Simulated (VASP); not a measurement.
Input of a VASP 6.6.1 run:

Contents of POSCAR:

```
RuS2
1.0
    5.6106000000      0.0000000000      0.0000000000
    0.0000000000      5.6106000000      0.0000000000
    0.0000000000      0.0000000000      5.6106000000
Ru S
4 8
Direct
    0.0000000000      0.5000000000      0.5000000000
    0.5000000000      0.5000000000      0.0000000000
    0.5000000000      0.0000000000      0.5000000000
    0.0000000000      0.0000000000      0.0000000000
    0.3883100000      0.1116900000      0.8883100000
    0.1116900000      0.8883100000      0.3883100000
    0.8883100000      0.3883100000      0.1116900000
    0.6116900000      0.6116900000      0.6116900000
    0.6116900000      0.8883100000      0.1116900000
    0.8883100000      0.1116900000      0.6116900000
    0.1116900000      0.6116900000      0.8883100000
    0.3883100000      0.3883100000      0.3883100000
```

The input INCAR.step1:

```
PREC = Accurate ; ENCUT = 520
ISMEAR = 0 ; SIGMA = 0.01
LREAL = False ; LASPH = True
NELM = 60 ; NBANDS = 64
GGA = PE ; ALGO = Normal
EDIFF = 1E-4 ; LWAVE = True
LCHARG = False
```

The input INCAR.step2:

```
PREC = Accurate ; ENCUT = 520
EDIFF = 1E-7 ; ISMEAR = 0
SIGMA = 0.01 ; LREAL = False
LASPH = True ; NELM = 60
ALGO = Normal ; ISIF = 2
LWAVE = False ; LCHARG = False
METAGGA = R2SCAN ; LMIXTAU = True
NBANDS = 64 ; ISTART = 1
```

The input KPOINTS:

```
Automatic mesh
0
Gamma
  4 4 4
```

Potentials or basis: VASP PAW PBE potentials, release 64 (Ru_pv, S).

Run with:

```bash
$ cat potpaw_PBE.64/Ru_pv/POTCAR potpaw_PBE.64/S/POTCAR > POTCAR
$ cp INCAR.step1 INCAR
$ mpirun -np 1 vasp_std > vasp.out
$ cp INCAR.step2 INCAR
$ mpirun -np 1 vasp_std > vasp.out
```

Q: Predict the pressure.

A: 2.0 GPa.

Q: What does it give for the band gap on the k mesh?

A: 0.94 eV (least direct gap 1.18 eV).

Q: Predict the largest force.

A: 0.022 eV/Å.

Forces on the atoms (eV/Å):
```
Ru   0.000  0.000  0.000
Ru   0.000  0.000  0.000
Ru   0.000  0.000  0.000
Ru   0.000  0.000  0.000
S   -0.013  0.013 -0.013
S    0.013 -0.013 -0.013
S   -0.013 -0.013  0.013
S    0.013  0.013  0.013
S    0.013 -0.013  0.013
S   -0.013  0.013  0.013
S    0.013  0.013 -0.013
S   -0.013 -0.013 -0.013
```

Caveat: the PAW data sets were made with another functional, which shifts forces and pressure a little. A k mesh can miss the band edges.
